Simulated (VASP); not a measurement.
A run of VASP 6.6.1 is set up as follows.

INCAR

```
PREC = Accurate
ENCUT = 520
EDIFF = 1E-6
ISMEAR = 0
SIGMA = 0.15
LREAL = False
LASPH = True
NELM = 100
ALGO = Normal
ISIF = 2
LWAVE = False
LCHARG = False
GGA = PS
NBANDS = 15
```

KPOINTS

```
regular mesh
0
Gamma
  24 24 18
```

Contents of POSCAR:

```
TiSi
1.0
    1.7735893227     -2.0329545789      0.0000000000
    1.7735893227      2.0329545789      0.0000000000
    0.0000000000      0.0000000000      3.9180971867
Ti Si
1 1
Direct
    0.5000000000      0.5000000000      0.0000000000
    0.0000000000      0.0000000000      0.5000000000
```

Potentials or basis: VASP PAW PBE potentials, release 64 (Ti_sv, Si).

Launch:

```sh
$ cat potpaw_PBE.64/Ti_sv/POTCAR potpaw_PBE.64/Si/POTCAR > POTCAR
$ mpirun -np 1 vasp_std > vasp.out
```

(1) Predict the pressure.

(2) Predict the band gap on the k mesh.

Results:

(1) -0.7 GPa.

(2) zero (bands 8 and 9 overlap by 1.91 eV).

Caveat: the stress differs along the axes, from -5 to 2 GPa; the PAW data sets were made with another functional, which shifts forces and pressure a little.
